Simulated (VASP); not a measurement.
The system is Au.

```xyz
1
Lattice="0.0000 2.0350 2.0350 2.0350 0.0000 2.0350 2.0350 2.0350 0.0000" Properties=species:S:1:pos:R:3 pbc="T T T"
Au    0.0000    0.0000    0.0000
```

* Program: VASP 6.6.1
* Task: relaxation of cell and atoms
* Functional: PBEsol-based screened hybrid with 25 % exact exchange
* Potentials or basis: VASP PAW PBE potentials, release 64 (Au)
* Cutoff: 600 eV
* k mesh: 6 × 6 × 6
* Occupations: fermi-dirac, width 0.05 eV
* Spin: no spin polarisation

At the start: pressure 2.9 GPa; volume 16.85 Å³/atom.

Q: How do energy, volume and symmetry change on relaxing?

A: Over 3 steps the energy falls by 2.5 meV/atom and the volume is 17.13 Å³/atom (+1.7 %); space group Fm-3m (No. 225, to 0.1 Å) before and after.

The path:
| step | energy change (eV) | largest force (eV/Å) | pressure (GPa) | volume (Å³) |
| --- | --- | --- | --- | --- |
| 1 | 0.0000 | 0.0000 | 2.86 | 16.85 |
| 2 | 0.0039 | 0.0000 | -4.20 | 17.60 |
| 3 | -0.0025 | 0.0000 | -0.03 | 17.13 |

Final structure:
```
Au
1.0
     0.00000    2.04615    2.04615
     2.04615    0.00000    2.04615
     2.04615    2.04615    0.00000
Au
1
Direct
  0.00000 0.00000 0.00000
```

Caveat: the k points lie up to 0.44 Å⁻¹ apart in the final cell, too coarse for converged energies and pressures of a metal; the PAW data sets were made with another functional, which shifts forces and pressure a little.
